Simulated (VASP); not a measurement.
Here is a VASP 6.6.1 calculation.

File INCAR:

```
SYSTEM = Ga3Sb
ALGO = Fast ; EDIFF = 1E-6
ENCUT = 520 ; GGA = PS
ISIF = 2 ; ISMEAR = -1
LASPH = .TRUE. ; LCHARG = .FALSE.
LREAL = .FALSE. ; LWAVE = .FALSE.
NBANDS = 30 ; NELM = 100
PREC = Accurate ; SIGMA = 0.05
```

Contents of KPOINTS:

```
k-points
0
G
  9 9 9
  0 0 0
```

Contents of POSCAR:

```
Ga3Sb
1.0
   -2.1296224639      2.1296224639      4.6961452482
    2.1296224639     -2.1296224639      4.6961452482
    2.1296224639      2.1296224639     -4.6961452482
Sb Ga
1 3
Direct
    0.0000000000      0.0000000000      0.0000000000
    0.5000000000      0.5000000000      0.0000000000
    0.2500000000      0.7500000000      0.5000000000
    0.7500000000      0.2500000000      0.5000000000
```

Potentials or basis: VASP PAW PBE potentials, release 64 (Sb, Ga_d).

Launch:

```sh
$ cat potpaw_PBE.64/Sb/POTCAR potpaw_PBE.64/Ga_d/POTCAR > POTCAR
$ mpirun -np 1 vasp_std > vasp.out
```

(1) What does it give for the band gap on the k mesh?

(2) Predict the pressure.

Results:

(1) zero (band 22 reaches 8.11 eV, above the bottom of band 23 at 4.36 eV).

(2) -1.8 GPa.

Caveat: the PAW data sets were made with another functional, which shifts forces and pressure a little; spin-orbit coupling is left out, which moves the levels of the heavy elements.
